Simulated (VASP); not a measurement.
Write the native input for VASP 6.6.1 that does the following.

```
Task                   : single point
Functional             : PBEsol
Potentials or basis    : VASP PAW PBE potentials, release 64 (Re)
Cutoff                 : 520 eV
k mesh                 : 11 × 11 × 6
Occupations            : fermi-dirac, width 0.05 eV
Spin                   : no spin polarisation
Dipole correction      : no
Further INCAR settings : ALGO = Normal; EDIFF = 1e-06; NBANDS = 14
```

The structure of Re lies in POSCAR:

```
Re
1.0
    2.7422705826      0.0000000000      0.0000000000
   -1.3711352913      2.3748759886      0.0000000000
    0.0000000000      0.0000000000      4.4282782931
Re
2
Direct
    0.6666666667      0.3333333333      0.7500000000
    0.3333333333      0.6666666667      0.2500000000
```

These files were run (other wordings do the same):

INCAR

```
ALGO = Normal
EDIFF = 1E-6
ENCUT = 520
GGA = PS
ISIF = 2
ISMEAR = -1
LASPH = T
LCHARG = F
LREAL = F
LWAVE = F
NBANDS = 14
NELM = 60
PREC = Accurate
SIGMA = 0.05
```

KPOINTS

```
k-points
0
Gamma
  11 11 6
```

Potentials or basis: VASP PAW PBE potentials, release 64 (Re).

Command:

```console
$ cat potpaw_PBE.64/Re/POTCAR > POTCAR
$ mpirun -np 1 vasp_std > vasp.out
```

It gave:

The pressure is 3.8 GPa. The band gap on the k mesh is zero (band 7 reaches 9.37 eV, above the bottom of band 8 at 6.20 eV).

Caveat: the PAW data sets were made with another functional, which shifts forces and pressure a little; spin-orbit coupling is left out, which moves the levels of the heavy elements.

Run time: 16 s on 1 thread of Intel(R) Xeon(R) Platinum 8375C CPU @ 2.90GHz (Ice Lake) (shared host), peak memory 0.15 GiB.
